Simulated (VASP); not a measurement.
# Si2Mo (I4/mmm) in VASP: a series of runs

The runs below take Si2Mo through electric field gradients, with PBEsol.

Program: VASP 6.6.1. These are calculated values, not measurements. Logs are shortened: lines on timing, memory, paths and dates and some standing lists are left out, and cuts for length are marked.

### Step 1. The cell of the first run

The structure is tetragonal, space group I4/mmm (No. 139). The conventional cell has a = 3.200 Å, b = 3.200 Å, c = 7.940 Å, α = 90.00°, β = 90.00°, γ = 90.00°. Si (site symmetry 4mm) has 9 Si at 2.62 to 3.20 Å and 5 Mo at 2.62 to 2.64 Å within 3.5 Å. Mo (site symmetry 4/mmm) has 10 Si at 2.62 to 2.64 Å and 4 Mo at 3.20 Å within 3.5 Å.

### Step 2. Electric field gradients, PBEsol (zz strain of +1 %)

Input file INCAR:

```
SYSTEM = Si2Mo
PREC = Accurate
ENCUT = 520
EDIFF = 1E-8
ISMEAR = -1
SIGMA = 0.03
LREAL = .False.
LASPH = .True.
NELM = 60
ALGO = Normal
ISIF = 2
LWAVE = .False.
LCHARG = .False.
GGA = PS
LEFG = .True.
ISYM = 0
NBANDS = 18
```

Input file KPOINTS:

```
Automatic mesh
0
Gamma
  12 12 16
  0 0 0
```

Input file POSCAR:

```
Si2Mo
1.0
   -1.6000000000      1.6000000000      3.9698050000
    1.6000000000     -1.6000000000      3.9698050000
    1.6000000000      1.6000000000     -3.9698050000
Si Mo
2 1
Direct
    0.3330000000      0.3330000000      0.0000000000
    0.6670000000      0.6670000000      0.0000000000
    0.0000000000      0.0000000000      0.0000000000
```

Potentials or basis: VASP PAW PBE potentials, release 64 (Si, Mo_sv).

On the command line:

```
$ cat potpaw_PBE.64/Si/POTCAR potpaw_PBE.64/Mo_sv/POTCAR > POTCAR
$ mpirun -np 1 vasp_std > vasp.out
```

OUTCAR:

```text
SYSTEM = Si2Mo
   PREC = Accurate
   ENCUT = 520
   EDIFF = 1E-8
   ISMEAR = -1
   LREAL = .False.
   LASPH = .True.
   NELM = 60
   ISIF = 2
   GGA = PS
   ISYM = 0

 ion  position               nearest neighbor table
   1  0.333  0.333  0.000-   2 2.62   2 2.62   2 2.62   2 2.62   3 2.62   3 2.62   3 2.62   3 2.62
                             3 2.64   2 2.65
   2  0.667  0.667  0.000-   1 2.62   1 2.62   1 2.62   1 2.62   3 2.62   3 2.62   3 2.62   3 2.62
                             3 2.64   1 2.65
   3  0.000  0.000  0.000-   2 2.62   2 2.62   2 2.62   1 2.62   2 2.62   1 2.62   1 2.62   1 2.62
                             1 2.64   2 2.64

IMPORTANT INFORMATION: All symmetrisations will be switched off!
NOSYMM: (Re-)initialisation of all symmetry stuff for point group C_1.

----------------------------------------------------------------------------------------

                                     Primitive cell

  volume of cell :      40.6508

  direct lattice vectors                    reciprocal lattice vectors
    -1.600000000  1.600000000  3.969805000     0.000000000  0.312500000  0.125950771
     1.600000000 -1.600000000  3.969805000     0.312500000  0.000000000  0.125950771
     1.600000000  1.600000000 -3.969805000     0.312500000  0.312500000  0.000000000

  length of vectors
     4.569392929  4.569392929  4.569392929     0.336927064  0.336927064  0.441941738

  position of ions in fractional coordinates (direct lattice)
     0.333000000  0.333000000  0.000000000
     0.667000000  0.667000000  0.000000000
     0.000000000  0.000000000  0.000000000

  ion indices of the primitive-cell ions
   primitive index   ion index
                 1           1
                 2           2
                 3           3

----------------------------------------------------------------------------------------

 KPOINTS: Automatic mesh

Automatic generation of k-mesh.
 Grid dimensions read from file:
 generate k-points for:   12   12   16

 Generating k-lattice:

  Cartesian coordinates                     Fractional coordinates (reciprocal lattice)
     0.000000000  0.026041667  0.010495898     0.083333333  0.000000000 -0.000000000
     0.026041667  0.000000000  0.010495898     0.000000000  0.083333333 -0.000000000
     0.019531250  0.019531250  0.000000000     0.000000000  0.000000000  0.062500000

  Length of vectors
     0.028077255  0.028077255  0.027621359

  Shift w.r.t. Gamma in fractional coordinates (k-lattice)
     0.000000000  0.000000000  0.000000000

 -----------------------------------------------------------------------------
|                                                                             |
|           W    W    AA    RRRRR   N    N  II  N    N   GGGG   !!!           |
|           W    W   A  A   R    R  NN   N  II  NN   N  G    G  !!!           |
|           W    W  A    A  R    R  N N  N  II  N N  N  G       !!!           |
|           W WW W  AAAAAA  RRRRR   N  N N  II  N  N N  G  GGG   !            |
|           WW  WW  A    A  R   R   N   NN  II  N   NN  G    G                |
|           W    W  A    A  R    R  N    N  II  N    N   GGGG   !!!           |
|                                                                             |
|     Your reciprocal lattice and k-lattice belong to different lattice       |
|     classes:                                                                |
|                                                                             |
|        The reciprocal lattice is body-centered tetragonal,                  |
|        whereas your k-lattice is base-centered monoclinic.                  |
|                                                                             |
|     Results are often still useful ...                                      |
|                                                                             |
 -----------------------------------------------------------------------------

 WARNING: IBZKPT: internal override: KBLOWUP is changed to .FALSE.
      ... skipping the blow-up phase ...

 Subroutine IBZKPT returns following result:
 ===========================================

 Found   1156 irreducible k-points:

 Following reciprocal coordinates:
            Coordinates               Weight
  0.000000  0.000000  0.000000      1.000000
  0.083333  0.000000 -0.000000      2.000000
  0.166667  0.000000 -0.000000      2.000000
  0.250000  0.000000 -0.000000      2.000000
  0.333333  0.000000 -0.000000      2.000000
  0.416667  0.000000 -0.000000      2.000000
[... 16 lines left out ...]
  0.250000  0.166667 -0.000000      2.000000
  0.333333  0.166667 -0.000000      2.000000
 [... further k-points ...]
   k-points           NKPTS =   1156   k-points in BZ     NKDIM =   1156   number of bands    NBANDS=     18
   number of dos      NEDOS =    301   number of ions     NIONS =      3
   total plane-waves  NPLWV =  46656
   dimension x,y,z NGX =    36 NGY =   36 NGZ =   36
   dimension x,y,z NGXF=    72 NGYF=   72 NGZF=   72
   ions per type =               2   1
   NGX,Y,Z   is equivalent  to a cutoff of  13.10, 13.10, 13.10 a.u.
   NGXF,Y,Z  is equivalent  to a cutoff of  26.20, 26.20, 26.20 a.u.
 SYSTEM =  Si2Mo
   PREC   = accura    normal or accurate (medium, high low for compatibility)
   ISTART =      0    job   : 0-new  1-cont  2-samecut
   ICHARG =      2    charge: 1-file 2-atom 10-const
   ISPIN  =      1    spin polarized calculation?
   LNONCOLLINEAR =      F non collinear calculations
   LSORBIT =      F    spin-orbit coupling
   LASPH  =      T    aspherical Exc in radial PAW
   ENCUT  =  520.0 eV  38.22 Ry    6.18 a.u.   8.50  8.50  8.50*2*pi/ulx,y,z
   NELM   =     60;   NELMIN=  2; NELMDL= -5     # of ELM steps
   EDIFF  = 0.1E-07   stopping-criterion for ELM
   LREAL  =      F    real-space projection
   EDIFFG = 0.1E-06   stopping-criterion for IOM
   NSW    =      0    number of steps for IOM
   IBRION =     -1    ionic relax: 0-MD 1-quasi-New 2-CG
   NFREE  =      0    steps in history (QN), initial steepest desc. (CG)
   ISIF   =      2    stress and relaxation
   ISYM   =      0    0-nonsym 1-usesym 2-fastsym
   POTIM  = 0.5000    time-step for ionic-motion
   TEBEG  =    0.0;   TEEND  =   0.0 temperature during run
   PSTRESS=    0.0 pullay stress
   NELECT =      22.0000    total number of electrons
   NUPDOWN=      -1.0000    fix difference up-down
   EMIN   =  10.00;   EMAX   =-10.00  energy-range for DOS
   EFERMI =   0.00;   METHOD = LEGACY
   ISMEAR =    -1;   SIGMA  =   0.03  broadening in eV -4-tet -1-fermi 0-gaus
   EFERMI_NEDOS =   21; number of points for ismear=-14 and -15
   IALGO  =     38    algorithm
   IMIX   =      4    mixing-type and parameters
     AMIX     =   0.40;   BMIX     =  1.00
     AMIX_MAG =   1.60;   BMIX_MAG =  1.00
  volume/ion in A,a.u.               =      13.55        91.44
  Fermi-wavevector in a.u.,A,eV,Ry     =   1.334113  2.521108 24.216439  1.779858
  Thomas-Fermi vector in A             =   2.462920
   LORBIT       =      0    0 simple, 1 ext, 2 COOP (PROOUT), +10 PAW based schemes
   GGA     = PS    functional components
   LHFCALC =     F    Hartree Fock is set to
   AEXX    =    0.0000 exact exchange contribution
   IVDW    =     0    specifies the selected vdW correction
   LEPSILON=     F    determine dielectric tensor
   LRPA    =     F    only Hartree local field effects (RPA)
 non-spin polarized calculation
  energy-cutoff  :      520.00
  volume of cell :       40.65
 maximum number of plane-waves:      1126
 NGX is ok and might be reduce to    36
   NGX = 17   NGY = 17   NGZ = 17

 number of electron      22.0000000 magnetization

 Free energy of the ion-electron system (eV)
  ---------------------------------------------------
  ext. energy  EPLUGINS =         0.00000000
  ---------------------------------------------------
  free energy    TOTEN  =       -25.05723045 eV

  energy without entropy =      -25.05648977  energy(sigma->0) =      -25.05686011

 E-fermi :  12.0864     XC(G=0): -12.4648

 val. band max:       12.0645040953   @ k =  -0.4167   0.4167   0.3750
 cond. band min:      12.0867883677   @ k =   0.4167   0.5000   0.3750
 fundamental gap:      0.0222842723
 Fermi energy:        12.0864237623

 k-point     1 :       0.0000    0.0000    0.0000
  band No.  band energies     occupation
      1     -48.6092      2.00000
      2     -22.8041      2.00000
      3     -22.6938      2.00000
      4     -22.6931      2.00000
      5      -1.3465      2.00000
      6       5.7337      2.00000
[... 10 lines left out ...]
     17      16.9865      0.00000
     18      16.9867      0.00000

 k-point     2 :       0.0833    0.0000   -0.0000
  band No.  band energies     occupation
      1     -48.6080      2.00000
      2     -22.8027      2.00000
      3     -22.7110      2.00000
      4     -22.6918      2.00000
      5      -1.2212      2.00000
      6       5.7377      2.00000
[... 10 lines left out ...]
     17      17.1366      0.00000
     18      17.7575      0.00000

 k-point     3 :       0.1667    0.0000   -0.0000
  band No.  band energies     occupation
      1     -48.6046      2.00000
      2     -22.7990      2.00000
      3     -22.7585      2.00000
      4     -22.6874      2.00000
      5      -0.8516      2.00000
      6       5.6848      2.00000
[... 10 lines left out ...]
     17      17.9030      0.00000
     18      19.2546      0.00000

 k-point     4 :       0.2500    0.0000   -0.0000
  band No.  band energies     occupation
      1     -48.5999      2.00000
      2     -22.8231      2.00000
      3     -22.7936      2.00000
      4     -22.6814      2.00000
      5      -0.2564      2.00000
      6       5.3402      2.00000
[... 375 lines left out ...]
      4     -22.7487      2.00000
      5      -0.2527      2.00000
      6       5.1530      2.00000
[... 10 lines left out ...]
     17      18.7770      0.00000
     18      19.8848      0.00000

 k-point    23 :       0.2500    0.1667   -0.0000
  band No.  band energies     occupation
      1     -48.5954      2.00000
      2     -22.8155      2.00000
      3     -22.7898      2.00000
      4     -22.7444      2.00000
      5       0.3618      2.00000
      6       4.8885      2.00000
[... 10 lines left out ...]
     17      18.8264      0.00000
     18      20.5400      0.00000

 k-point    24 :       0.3333    0.1667   -0.0000
  band No.  band energies     occupation
      1     -48.5908      2.00000
      2     -22.8779      2.00000
      3     -22.7839      2.00000
      4     -22.7375      2.00000
      5       1.1433      2.00000
      6       4.4043      2.00000
[... 10 lines left out ...]
     17      19.5038      0.00000
     18      20.4740      0.00000

 [... further k-points ...]

------------------------ aborting loop because EDIFF is reached ----------------------------------------

  FORCE on cell =-STRESS in cart. coord.  units (eV):
  Direction    XX          YY          ZZ          XY          YZ          ZX
  --------------------------------------------------------------------------------------
  -------------------------------------------------------------------------------------
  Total       -0.7236427     -0.7236427     -2.0591288      0.0036969     -0.0014884     -0.0014884
  in kB      -28.5210570    -28.5210575    -81.1568099      0.1457048     -0.0586630     -0.0586622
  external PRESSURE =     -46.0663081 kB  Pullay stress =       0.0000000 kB

 VOLUME and BASIS-vectors are now :
 -----------------------------------------------------------------------------
  energy-cutoff  :      520.00
  volume of cell :       40.65
      direct lattice vectors                 reciprocal lattice vectors
    -1.600000000  1.600000000  3.969805000     0.000000000  0.312500000  0.125950771
     1.600000000 -1.600000000  3.969805000     0.312500000  0.000000000  0.125950771
     1.600000000  1.600000000 -3.969805000     0.312500000  0.312500000  0.000000000

 POSITION                                       TOTAL-FORCE (eV/Angst)
 -----------------------------------------------------------------------------------
      0.00000      0.00000      2.64389         0.000552      0.000552      0.347309
      0.00000      0.00000      5.29572        -0.000552     -0.000552     -0.347309
      0.00000      0.00000      0.00000        -0.000000      0.000000      0.000000
 -----------------------------------------------------------------------------------
    total drift:                               -0.000000      0.000000      0.000000

  FREE ENERGIE OF THE ION-ELECTRON SYSTEM (eV)
  ---------------------------------------------------
  free  energy   TOTEN  =       -25.0572304507 eV

  energy  without entropy=      -25.0564897738  energy(sigma->0) =      -25.05686011

 Electric field gradients (V/A^2)
---------------------------------------------------------------------
 ion       V_xx      V_yy      V_zz      V_xy      V_xz      V_yz
---------------------------------------------------------------------
   1       4.918     4.918    -9.836    -0.006    -0.000    -0.000
   2       4.918     4.918    -9.836    -0.006    -0.000    -0.000
   3      23.061    23.062   -46.123    -0.220    -0.041    -0.041
---------------------------------------------------------------------

 Electric field gradients after diagonalization (V/A^2)
 (convention: |V_zz| > |V_xx| > |V_yy|)
----------------------------------------------------------------------
 ion       V_xx      V_yy      V_zz     asymmetry (V_yy - V_xx)/ V_zz
----------------------------------------------------------------------
   1       4.924     4.911    -9.836       0.001
   2       4.924     4.911    -9.836       0.001
   3      23.282    22.841   -46.123       0.010
----------------------------------------------------------------------

           NMR quadrupolar parameters

 Cq : quadrupolar parameter    Cq=e*Q*V_zz/h
 eta: asymmetry parameters     (V_yy - V_xx)/ V_zz
 Q  : nuclear electric quadrupole moment in mb (millibarn)
----------------------------------------------------------------------
 ion       Cq(MHz)       eta       Q (mb)
----------------------------------------------------------------------
   1      -0.024       0.001       1.000
   2      -0.024       0.001       1.000
   3      -0.112       0.010       1.000
----------------------------------------------------------------------
```

Run time: 39 min. Hardware: 1 thread of Oxide Virtual Turin-like, shared host; peak memory 0.82 GiB.

What came out:

| Item | Value |
| --- | --- |
| Free energy | -25.0572 eV |
| Pressure | -4.6 GPa |
| Largest force | 0.347 eV/Å |
| Band gap on the k mesh | zero (bands 11 and 12 overlap by 0.98 eV) |
| Largest electric field gradient by atom | Si -9.8; Mo -46.1 V/Å² |

Forces in eV/Å, atoms in the order of the input:
```
Si   0.001  0.001  0.347
Si  -0.001 -0.001 -0.347
Mo   0.000  0.000  0.000
```

Electric field gradients, principal values (V/Å²):
| atom | least | middle | greatest (by size) |
| --- | --- | --- | --- |
| 1 Si | 4.911 | 4.924 | -9.836 |
| 2 Si | 4.911 | 4.924 | -9.836 |
| 3 Mo | 22.841 | 23.282 | -46.123 |

Caveat: the cell differs from its parent crystal (zz strain of +1 %); the stress differs along the axes, from -8 to -3 GPa; without QUAD_EFG the Cq values of the log hold for a quadrupole moment of 1 mb, not for the nuclei; the PAW data sets were made with another functional, which shifts forces and pressure a little.

(Continued in part 2 of 2.)

The gap in the log of VASP goes by the Fermi energy; the results here count the filled bands.